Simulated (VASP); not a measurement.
# Si8O15 (a cell with a defect) in VASP: a series of runs, part 2 of 2

VASP 6.6.1.

**3. Single point, PBE+D3(BJ)**

Contents of INCAR:

```
SYSTEM = Si8O15
PREC = Accurate
ENCUT = 520
EDIFF = 1E-7
ISMEAR = 0
SIGMA = 0.02
LREAL = Auto
LASPH = .TRUE.
NELM = 80
ALGO = Normal
ISIF = 2
LWAVE = .FALSE.
LCHARG = .FALSE.
GGA = PE
IVDW = 12
NBANDS = 78
NELECT = 124.0
```

Contents of KPOINTS:

```
regular mesh
0
G
  2 2 2
  0 0 0
```

Contents of POSCAR:

```
Si8O15
1.0
   -4.1246000000     -4.1246000000      0.0000000000
    4.1246000000     -4.1246000000      0.0000000000
    0.0000000000      0.0000000000      5.2948000000
Si O
8 15
Direct
    0.4998373176      0.4958866314      0.0067564403
   -0.0003451244      0.4841168841      0.2756872781
    0.4999706638      0.5062949134      0.5094128201
   -0.0000118799      0.5006798235      0.7684254363
    0.0001324977     -0.0302600252      0.0113141195
    0.4999563594      0.0005122921      0.2453612979
   -0.0001196480      0.1140104495      0.4126599683
    0.5001686224      0.0044124279      0.7438866435
    0.2014854774      0.4712129661      0.0111441414
    0.7983032294      0.4716899821      0.0110808718
    0.0001881395      0.7646722106      0.2447571202
    0.2078837948      0.5152609950      0.5254251341
   -0.0000721282      0.1955596906      0.7375968875
    0.7920281967      0.5165326335      0.5255862356
    0.0003673083      0.7874727246      0.7739682330
    0.6903794307      0.0015329971     -0.0036348871
    0.4997086990      0.6962198759      0.2518514391
    0.3097208214      0.0017244096     -0.0038184634
    0.5001982010      0.3069607962      0.2594621138
    0.6985346458      0.0078540949      0.4880427967
    0.4996071134      0.7005669641      0.7607405379
    0.3016270669      0.0084209378      0.4882932311
    0.5003896135      0.3040219658      0.7518605046
```

Potentials or basis: VASP PAW PBE potentials, release 64 (Si, O).

Run with:

```console
cat potpaw_PBE.64/Si/POTCAR potpaw_PBE.64/O/POTCAR > POTCAR
mpirun -np 1 vasp_std > vasp.out
```

OUTCAR:

```text
SYSTEM = Si8O15
   PREC = Accurate
   ENCUT = 520
   EDIFF = 1E-7
   ISMEAR = 0
   LREAL = Auto
   LASPH = .TRUE.
   NELM = 80
   ISIF = 2
   GGA = PE
   IVDW = 12
   NELECT = 124.0
 IVDW          = 12

 ion  position               nearest neighbor table
   1  0.500  0.496  0.007-  19 1.73  17 1.75   9 1.75  10 1.75  23 1.75  21 1.77   3 2.63   3 2.66

   2  1.000  0.484  0.276-  11 1.64  14 1.80  12 1.80  10 1.83   9 1.83   7 2.28   4 2.61   4 2.69

   3  0.500  0.506  0.509-  12 1.71  14 1.71  23 1.74  21 1.75  17 1.76  19 1.76   1 2.63   1 2.66

   4  1.000  0.501  0.768-  15 1.67   9 1.75  10 1.75  12 1.77  14 1.77  13 1.79   2 2.61   2 2.69
                             7 2.94   5 3.02
   5  0.000  0.970  0.011-  15 1.65  11 1.72  18 1.82  16 1.82  13 1.96   7 2.29   4 3.02
   6  0.500  0.001  0.245-  16 1.72  18 1.72  20 1.73  22 1.73  17 1.78  19 1.79   8 2.64   8 2.66
                             7 3.12   7 3.12
   7  1.000  0.114  0.413-  13 1.79  20 1.91  22 1.91  11 2.22   2 2.28   5 2.29   4 2.94   6 3.12
                             6 3.12
   8  0.500  0.004  0.744-  16 1.74  18 1.74  23 1.75  21 1.77  22 1.78  20 1.78   6 2.64   6 2.66

   9  0.201  0.471  0.011-   1 1.75   4 1.75   2 1.83
  10  0.798  0.472  0.011-   1 1.75   4 1.75   2 1.83
  11  0.000  0.765  0.245-   2 1.64   5 1.72   7 2.22
  12  0.208  0.515  0.525-   3 1.71   4 1.77   2 1.80
  13  1.000  0.196  0.738-   7 1.79   4 1.79   5 1.96
  14  0.792  0.517  0.526-   3 1.71   4 1.77   2 1.80
  15  0.000  0.787  0.774-   5 1.65   4 1.67
  16  0.690  0.002  0.996-   6 1.72   8 1.74   5 1.82
  17  0.500  0.696  0.252-   1 1.75   3 1.76   6 1.78
  18  0.310  0.002  0.996-   6 1.72   8 1.74   5 1.82
  19  0.500  0.307  0.259-   1 1.73   3 1.76   6 1.79
  20  0.699  0.008  0.488-   6 1.73   8 1.78   7 1.91
  21  0.500  0.701  0.761-   3 1.75   1 1.77   8 1.77
  22  0.302  0.008  0.488-   6 1.73   8 1.78   7 1.91
  23  0.500  0.304  0.752-   3 1.74   8 1.75   1 1.75

  LATTYP: Found a simple tetragonal cell.
 ALAT       =     5.8330652594
 C/A-ratio  =     0.9077217148

  Lattice vectors:

 A1 = (  -4.1246000000,  -4.1246000000,   0.0000000000)
 A2 = (   4.1246000000,  -4.1246000000,   0.0000000000)
 A3 = (   0.0000000000,   0.0000000000,   5.2948000000)

Analysis of symmetry for initial positions (statically):
[... 178 lines left out ...]
   IVDW    =    12    specifies the selected vdW correction
   LEPSILON=     F    determine dielectric tensor
   LRPA    =     F    only Hartree local field effects (RPA)
 non-spin polarized calculation
 Gauss-broadening in eV      SIGMA  =   0.02
  energy-cutoff  :      520.00
  volume of cell :      180.15
 maximum number of plane-waves:      4880
 NGX is ok and might be reduce to    48
   NGX = 21   NGY = 21   NGZ = 19

 number of electron     123.9999977 magnetization

 Free energy of the ion-electron system (eV)
  ---------------------------------------------------
  ext. energy  EPLUGINS =         0.00000000
  ---------------------------------------------------
  free energy    TOTEN  =      -147.81716624 eV

  energy without entropy =     -147.81716624  energy(sigma->0) =     -147.81716624

 E-fermi :  12.0837     XC(G=0): -12.3925

 val. band max:       11.9229972880   @ k =   0.5000   0.0000   0.0000
 cond. band min:      13.5093293327   @ k =   0.5000   0.0000   0.0000
 fundamental gap:      1.5863320447
 Fermi energy:        12.0837091340

 k-point     1 :       0.0000    0.0000    0.0000
  band No.  band energies     occupation
      1     -14.6603      2.00000
      2     -12.7318      2.00000
      3     -12.2419      2.00000
      4     -11.9374      2.00000
      5     -11.7997      2.00000
      6     -11.6861      2.00000
[... 605 lines left out ...]
     73      18.8761      0.00000
     74      18.9109      0.00000
 [bands above 74 left out]

------------------------ aborting loop because EDIFF is reached ----------------------------------------

 Edisp (eV)   -5.67668

 E8    (eV) :    -1.9678

  FORCE on cell =-STRESS in cart. coord.  units (eV):
  Direction    XX          YY          ZZ          XY          YZ          ZX
  --------------------------------------------------------------------------------------
  -------------------------------------------------------------------------------------
  Total      55.40054    55.53706    51.45526    -3.67763    -6.42420     6.41704
  in kB     492.69864   493.91275   457.61174   -32.70662   -57.13288    57.06924
  external pressure =      481.41 kB  Pullay stress =        0.00 kB

 VOLUME and BASIS-vectors are now :
 -----------------------------------------------------------------------------
  energy-cutoff  :      520.00
  volume of cell :      180.15
      direct lattice vectors                 reciprocal lattice vectors
    -4.124600000 -4.124600000  0.000000000    -0.121223876 -0.121223876  0.000000000
     4.124600000 -4.124600000  0.000000000     0.121223876 -0.121223876  0.000000000
     0.000000000  0.000000000  5.294800000     0.000000000  0.000000000  0.188864546

 POSITION                                       TOTAL-FORCE (eV/Angst)
 -----------------------------------------------------------------------------------
     -0.01630     -4.10696      0.03577         0.004644     -0.009452     -0.021606
     -2.12639     -6.11997      1.45971        -0.035626      0.027352      0.024447
      0.02608     -4.15044      2.69724        -0.005483      0.008382     -0.012063
     -2.05945     -6.18966      4.06866        -0.002824      0.000976     -0.050072
      3.99924     -4.00034      0.05991         0.041751     -0.049002      0.015599
     -2.06001     -2.06423      1.29914         0.009174     -0.001901     -0.031162
[... 15 lines left out ...]
     -1.20936     -1.27882      2.58542         0.006560      0.030647     -0.004852
     -0.80994     -3.31788      3.98095        -0.014702      0.029863      0.011676
 -----------------------------------------------------------------------------------
    total drift:                               -0.017093      0.013417      0.010351

  FREE ENERGIE OF THE ION-ELECTRON SYSTEM (eV)
  ---------------------------------------------------
  free  energy   TOTEN  =      -153.4938452531 eV

  energy  without entropy=     -153.4938452531  energy(sigma->0) =     -153.49384525
```

OSZICAR:

```text
N       E                     dE             d eps       ncg     rms          rms(c)
DAV:   1     0.718760960031E+03    0.71876E+03   -0.70334E+04  1248   0.156E+03
DAV:   2    -0.127843364519E+03   -0.84660E+03   -0.82520E+03  1496   0.344E+02
DAV:   3    -0.167818634862E+03   -0.39975E+02   -0.39764E+02  1536   0.771E+01
DAV:   4    -0.168231873638E+03   -0.41324E+00   -0.41218E+00  1512   0.856E+00
DAV:   5    -0.168237445512E+03   -0.55719E-02   -0.55663E-02  1512   0.902E-01    0.362E+01
DAV:   6    -0.147879950157E+03    0.20357E+02   -0.78793E+01  1402   0.332E+01    0.167E+01
DAV:   7    -0.147822584712E+03    0.57365E-01   -0.34516E+00  1472   0.712E+00    0.623E+00
DAV:   8    -0.147800621673E+03    0.21963E-01   -0.29099E-01  1456   0.223E+00    0.249E+00
DAV:   9    -0.147814105886E+03   -0.13484E-01   -0.56715E-02  1528   0.128E+00    0.508E-01
DAV:  10    -0.147816945459E+03   -0.28396E-02   -0.13036E-02  1448   0.504E-01    0.330E-01
DAV:  11    -0.147817027457E+03   -0.81998E-04   -0.15488E-03  1464   0.197E-01    0.148E-01
DAV:  12    -0.147817153275E+03   -0.12582E-03   -0.32434E-04  1496   0.802E-02    0.334E-02
DAV:  13    -0.147817166134E+03   -0.12860E-04   -0.28972E-05  1440   0.249E-02    0.103E-02
DAV:  14    -0.147817165929E+03    0.20547E-06   -0.46110E-06  1480   0.989E-03    0.451E-03
DAV:  15    -0.147817166214E+03   -0.28564E-06   -0.11636E-06  1456   0.513E-03    0.194E-03
DAV:  16    -0.147817166245E+03   -0.30208E-07   -0.18533E-07   936   0.225E-03
   1 F= -.15349385E+03 E0= -.15349385E+03  d E =-.127834E-30
```

stdout:

```text
POSCAR found type information on POSCAR SiO
 POSCAR found :  2 types and      23 ions
 scaLAPACK will be used
 LDA part: xc-table for (Slater+PW92), standard interpolation
 POSCAR, INCAR and KPOINTS ok, starting setup
 FFT: planning ... GRIDC
 FFT: planning ... GRID_SOFT
 FFT: planning ... GRID
 WAVECAR not read
 entering main loop
 the old and the new charge density differ
 old charge density:   122.00000 new  124.00000
    0.362E+01
```

Run time: 91 s. Hardware: 1 thread of Intel Xeon 6975P-C (Granite Rapids), shared host; peak memory 0.31 GiB.

Results:

```
Free energy                : -153.4938 eV
Largest force              : 0.066 eV/Å
Dispersion energy per atom : -0.247 eV
```

Forces on the atoms (eV/Å):
```
Si   0.005 -0.009 -0.022
Si  -0.036  0.027  0.024
Si  -0.005  0.008 -0.012
Si  -0.003  0.001 -0.050
Si   0.042 -0.049  0.016
Si   0.009 -0.002 -0.031
Si  -0.016  0.019 -0.009
Si   0.014  0.003 -0.019
O    0.006  0.006  0.014
O   -0.009 -0.016  0.011
O    0.018 -0.029 -0.002
O   -0.001 -0.009  0.024
O    0.024 -0.002  0.014
O   -0.015  0.031  0.020
O    0.001  0.003 -0.006
O   -0.020 -0.006 -0.022
O    0.012 -0.014 -0.001
O    0.007 -0.001 -0.002
O   -0.020  0.017  0.015
O   -0.014 -0.019  0.023
O    0.009 -0.020  0.008
O    0.007  0.031 -0.005
O   -0.015  0.030  0.012
```

Caveat: the k points lie up to 0.59 Å⁻¹ apart; the cell carries a net charge on a neutralising background, which shifts energy and pressure; the cell is charged against a uniform background, so pressure and absolute levels hang on convention.
